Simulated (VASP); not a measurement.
Here is a VASP 6.6.1 calculation.

INCAR

```
SYSTEM = MnF2
ALGO = Normal
EDIFF = 1E-7
ENCUT = 520
GGA = CA
ISIF = 2
ISMEAR = 0
ISPIN = 2
LASPH = .TRUE.
LCHARG = .FALSE.
LDAU = .TRUE.
LDAUJ = 0 0
LDAUL = 2 -1
LDAUPRINT = 1
LDAUTYPE = 2
LDAUU = 4 0
LMAXMIX = 4
LORBIT = 11
LREAL = .FALSE.
LWAVE = .FALSE.
MAGMOM = 4.2 -4.2 -0.02 0.02 -0.02 0.02
NBANDS = 40
NELM = 150
PREC = Accurate
SIGMA = 0.05
```

KPOINTS

```
k-points
0
G
  4 4 6
  0 0 0
```

Contents of POSCAR:

```
MnF2
1.0
    4.8733996600      0.0000000000      0.0000000000
    0.0000000000      4.8733996600      0.0000000000
    0.0000000000      0.0000000000      3.3098997700
Mn F
2 4
Direct
    0.0000000000      0.0000000000      0.0000000000
    0.5000000000      0.5000000000      0.5000000000
    0.3050000000      0.3050000000      0.0000000000
    0.1950000000      0.8050000000      0.5000000000
    0.6950000000      0.6950000000      0.0000000000
    0.8050000000      0.1950000000      0.5000000000
```

Potentials or basis: VASP PAW LDA potentials, release 64 (Mn_pv, F).

Launch:

```bash
$ cat potpaw_LDA.64/Mn_pv/POTCAR potpaw_LDA.64/F/POTCAR > POTCAR
$ mpirun -np 1 vasp_std > vasp.out
```

**Question.** What does it give for the largest force?

**Answer.** 0.021 eV/Å.

**Question.** Estimate the band gap on the k mesh.

**Answer.** 3.15 eV (least direct gap 3.20 eV).

**Question.** What does it give for the net moment?

**Answer.** 0.00 μB per cell.

**Question.** What does it give for the pressure?

**Answer.** -4.9 GPa.

Stress tensor (GPa, compression positive):
```
-4.48  0.00  0.00
 0.00 -4.48  0.00
 0.00  0.00 -5.62
```

Caveat: the cell stands under tension. The state reached can hang on the start; a lower one may exist.
